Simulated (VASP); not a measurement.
# AlNi3: single point with BLYP

AlNi3:

```
Ni Al
1.0
     3.52305    0.00000    0.00000
     0.00000    3.52305    0.00000
     0.00000    0.00000    3.52305
Ni Al
3 1
Direct
  0.50000 0.50000 0.00000
  0.50000 0.00000 0.50000
  0.00000 0.50000 0.50000
  0.00000 0.00000 0.00000
```

- Program: VASP 6.6.1
- Task: single point
- Functional: BLYP
- Potentials or basis: VASP PAW PBE potentials, release 64 (Ni, Al)
- Cutoff: 520 eV
- k mesh: 4 × 4 × 4
- Occupations: fermi-dirac, width 0.05 eV
- Spin: collinear spin, ferromagnetic start
- Starting moments: [1.0, 1.0, 1.0, 0.0] μB
- Dipole correction: no
- Further INCAR settings: ALGO = Normal; EDIFF = 1e-06; NBANDS = 28

The pressure is 14.4 GPa, the net moment is 0.00 μB per cell and the valence electrons inside the program's atomic spheres are Ni 9.50; Al 0.81.

Levels at points of the mesh, in eV from the Fermi level:
Spin up:
```csv
k point,band 12,band 13,band 14,band 15,band 16,band 17,band 18,band 19,band 20,band 21
"(0.00, 0.00, 0.00)",-0.53,-0.15,0.14,0.14,0.14,0.92,0.92,0.92,6.85,6.85
"(0.50, 0.00, 0.00)",-1.17,-1.13,-1.13,-0.99,-0.47,0.14,5.69,5.69,5.78,5.78
"(0.50, 0.50, 0.00)",-1.30,-1.30,-1.21,-0.94,-0.82,-0.53,1.03,1.03,8.39,8.39
"(0.50, 0.50, 0.50)",-1.31,-1.31,-1.05,-1.05,-0.08,-0.08,-0.08,-0.02,3.56,4.26
```
Spin down:
```
           k point  band 12  band 13  band 14  band 15  band 16  band 17  band 18  band 19  band 20  band 21
(0.00, 0.00, 0.00)    -0.54    -0.15     0.14     0.14     0.14     0.92     0.92     0.92     6.85     6.85
(0.50, 0.00, 0.00)    -1.17    -1.13    -1.13    -0.99    -0.47     0.14     5.69     5.69     5.78     5.78
(0.50, 0.50, 0.00)    -1.30    -1.30    -1.21    -0.94    -0.82    -0.53     1.03     1.03     8.39     8.39
(0.50, 0.50, 0.50)    -1.32    -1.32    -1.05    -1.05    -0.08    -0.08    -0.08    -0.02     3.56     4.26
```

It took 60 s on 1 thread of AMD EPYC 7R13 (shared host), peak memory 0.15 GiB.

Caveat: the k points lie up to 0.45 Å⁻¹ apart; the PAW data sets were made with another functional, which shifts forces and pressure a little.
